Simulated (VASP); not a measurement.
# GaP (rocksalt type): single point with PBEsol

GaP (rocksalt type):

```
Ga P
1.0
     0.00000    2.58047    2.58047
     2.58047    0.00000    2.58047
     2.58047    2.58047    0.00000
Ga P
1 1
Direct
  0.00000 0.00000 0.00000
  0.50000 0.50000 0.50000
```

| Property | Result |
| --- | --- |
| Program | VASP 6.6.1 |
| Task | single point |
| Functional | PBEsol |
| Potentials or basis | VASP PAW PBE potentials, release 64 (Ga_d, P) |
| Cutoff | 520 eV |
| k mesh | 12 × 12 × 12 |
| Occupations | fermi-dirac, width 0.05 eV |
| Spin | no spin polarisation |
| Dipole correction | no |
| Further INCAR settings | ALGO = Normal; EDIFF = 1e-06; NBANDS = 16 |

```yaml
Pressure: -3.6 GPa
Band_gap_on_the_k_mesh: zero (band 9 reaches 6.85 eV, above the bottom of band 10 at 3.63 eV)
```

Levels at points of the mesh, in eV from the Fermi level:
```tsv
k point	band 5	band 6	band 7	band 8	band 9	band 10	band 11	band 12	band 13	band 14
(0.00, 0.00, 0.00)	-14.53	-13.16	0.04	0.04	0.04	1.43	7.09	7.09	7.09	8.62
(0.50, 0.00, 0.00)	-14.48	-10.38	-7.79	0.22	0.22	3.04	3.04	3.10	5.17	12.72
(0.50, 0.50, 0.00)	-14.46	-9.30	-5.82	-3.13	-2.63	-2.63	3.36	10.88	10.88	12.28
```

Run time: 26 s on 1 thread of Intel(R) Xeon(R) Platinum 8488C (Sapphire Rapids) (shared host), peak memory 0.18 GiB.

Caveat: the PAW data sets were made with another functional, which shifts forces and pressure a little.
